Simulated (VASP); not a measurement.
Wanted: the native input for a VASP 6.6.1 run.

| Item | Value |
| --- | --- |
| Task | single point |
| Functional | PBEsol |
| Potentials or basis | VASP PAW PBE potentials, release 64 (Fe) |
| Cutoff | 520 eV |
| k mesh | 11 × 11 × 15 |
| Occupations | fermi-dirac, width 0.1 eV |
| Spin | no spin polarisation |
| Dipole correction | no |
| Further INCAR settings | ALGO = Normal; EDIFF = 1e-06; NBANDS = 19 |

The structure of Fe lies in POSCAR:

```
Fe
1.0
    3.8094953719      0.0000000000      0.0000000000
   -1.9047476859      3.2991197677      0.0000000000
    0.0000000000      0.0000000000      2.3929989098
Fe
3
Direct
    1.0000000000      1.0000000000      0.0000000000
    0.3333333333      0.6666666667      0.5000000000
    0.6666666667      0.3333333333      0.5000000000
```

This isn't the form of Fe at room conditions, which is bcc.

The input as run:

INCAR

```
SYSTEM = Fe
PREC = Accurate
ENCUT = 520
EDIFF = 1E-6
ISMEAR = -1
SIGMA = 0.1
LREAL = .FALSE.
LASPH = .TRUE.
NELM = 100
ALGO = Normal
ISIF = 2
LWAVE = .FALSE.
LCHARG = .TRUE.
GGA = PS
LELF = .TRUE.
LVHAR = .TRUE.
NBANDS = 19
```

KPOINTS

```
Automatic mesh
0
G
  11 11 15
  0 0 0
```

Potentials or basis: VASP PAW PBE potentials, release 64 (Fe).

The run is started by

```console
$ cat potpaw_PBE.64/Fe/POTCAR > POTCAR
$ mpirun -np 1 vasp_std > vasp.out
```

Results of the run:

```json
{"Pressure": "-0.4 GPa", "Band gap on the k mesh": "zero (bands 12 and 13 overlap by 1.50 eV)"}
```

Caveat: the PAW data sets were made with another functional, which shifts forces and pressure a little; the run has no spin polarisation, though such a crystal can be magnetic.

Run time: 98 s on 1 thread of Intel Xeon 8259CL, on a shared host, peak memory 0.18 GiB.
